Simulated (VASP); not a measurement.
Sn: single point with PBEsol

Sn:

```xyz
16
Lattice="-6.7934 -6.7934 0.0000 0.0000 -6.7934 6.7934 -6.7934 0.0000 6.7934" Properties=species:S:1:pos:R:3 pbc="T T T"
Sn   -6.8426   -6.9626    3.4417
Sn   -2.9468   -3.4071    3.1330
Sn   -7.0564  -10.3871    6.8707
Sn   -3.5241   -7.1446    6.4818
Sn  -10.1366   -6.9777    6.7849
Sn   -6.6436   -3.3920    6.7390
Sn  -10.0168  -10.3996    9.9792
Sn   -6.8849   -6.8634   10.2600
Sn   -5.1918   -5.2643    4.8077
Sn   -8.5115   -8.5862    5.2266
Sn   -5.2458   -8.5121    8.7318
Sn   -8.9743  -11.9568    8.0720
Sn   -8.1648   -5.2853    8.4104
Sn  -11.7456   -8.3954    8.6946
Sn   -8.2996   -8.5658   11.7969
Sn  -11.9463  -11.4255   11.7665
```

This cell differs from its parent crystal: dynamics (nvt langevin) at 2000 K, volume x 1.12, from the last frame before.

```
Program                : VASP 6.6.1
Task                   : single point
Functional             : PBEsol
Potentials or basis    : VASP PAW PBE potentials, release 64 (Sn_d)
Cutoff                 : 520 eV
k mesh                 : 2 × 2 × 2, shifted
Occupations            : fermi-dirac, width 0.1723 eV
Spin                   : no spin polarisation
Dipole correction      : no
Further INCAR settings : LREAL = Auto; ALGO = Normal; EDIFF = 1e-06; NBANDS = 126
```

```yaml
Pressure: -2.3 GPa
Largest_force: 1.723 eV/Å
Band_gap_on_the_k_mesh: zero (bands 112 and 113 overlap by 0.01 eV)
```

Forces in eV/Å, atoms in the order of the input:
```
Sn  -1.073  0.075 -0.591
Sn  -1.191 -0.112  0.463
Sn   1.076  0.879  0.217
Sn  -0.857  0.197  0.263
Sn  -0.512  1.333  0.095
Sn   0.639 -0.220  0.180
Sn  -0.289  1.407  0.938
Sn   1.193  1.187  0.369
Sn   1.078  1.034  0.580
Sn   0.274 -0.234 -0.635
Sn   0.800 -0.905 -1.060
Sn   0.733 -1.546 -0.053
Sn  -0.753  0.267 -0.930
Sn  -0.088 -0.713 -0.582
Sn  -0.888 -1.070  0.388
Sn  -0.141 -1.579  0.356
```

Stress tensor (GPa, compression positive):
```
-2.40 -0.35 -1.06
-0.35 -2.36  0.13
-1.06  0.13 -2.22
```

Levels at points of the mesh, in eV from the Fermi level:
```
           k point  band 108  band 109  band 110  band 111  band 112  band 113  band 114  band 115  band 116  band 117
(0.25, 0.25, 0.25)     -1.02     -0.76     -0.51     -0.34     -0.24      0.09      0.22      0.44      0.51      0.64
```

It took 64 min on 1 thread of Oxide Virtual Turin-like Processor (shared host), peak memory 1.1 GiB.

Caveat: the k points lie up to 0.40 Å⁻¹ apart; the atoms stand as in a frame of molecular dynamics; the PAW data sets were made with another functional, which shifts forces and pressure a little; spin-orbit coupling is left out, which moves the levels of the heavy elements.
